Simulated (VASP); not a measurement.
Input of a VASP 6.6.1 run:

File INCAR:

```
SYSTEM = Al2GaAs3
PREC = Accurate
ENCUT = 500
EDIFF = 1E-6
ISMEAR = 0
SIGMA = 0.1
LREAL = .FALSE.
LASPH = .TRUE.
NELM = 120
ALGO = Normal
ISIF = 2
LWAVE = .FALSE.
LCHARG = .FALSE.
GGA = PE
NBANDS = 26
GGA_COMPAT = .FALSE.
```

File KPOINTS:

```
Automatic mesh
0
G
  6 6 2
  0 0 0
```

Contents of POSCAR:

```
Al2GaAs3
1.0
    4.0553454453      0.0000000000      0.0000000000
   -2.0276727226      3.5120321767      0.0000000000
    0.0000000000      0.0000000000      9.9119899221
Al Ga As
2 1 3
Direct
    0.0000000000      0.0000000000      0.0005446908
    0.6666666667      0.3333333333      0.3335547561
    0.3333333333      0.6666666667      0.6664175365
    0.0000000000      0.0000000000      0.7506960035
    0.3333333333      0.6666666667      0.4156213344
    0.6666666667      0.3333333333      0.0831656787
```

Potentials or basis: VASP PAW PBE potentials, release 64 (Al, Ga_d, As).

The run is started by

```sh
$ cat potpaw_PBE.64/Al/POTCAR potpaw_PBE.64/Ga_d/POTCAR potpaw_PBE.64/As/POTCAR > POTCAR
$ mpirun -np 1 vasp_std > vasp.out
```

(1) What does it give for the largest force?

(2) Estimate the pressure.

## Answers

(1) 0.007 eV/Å.

(2) 0.2 GPa.
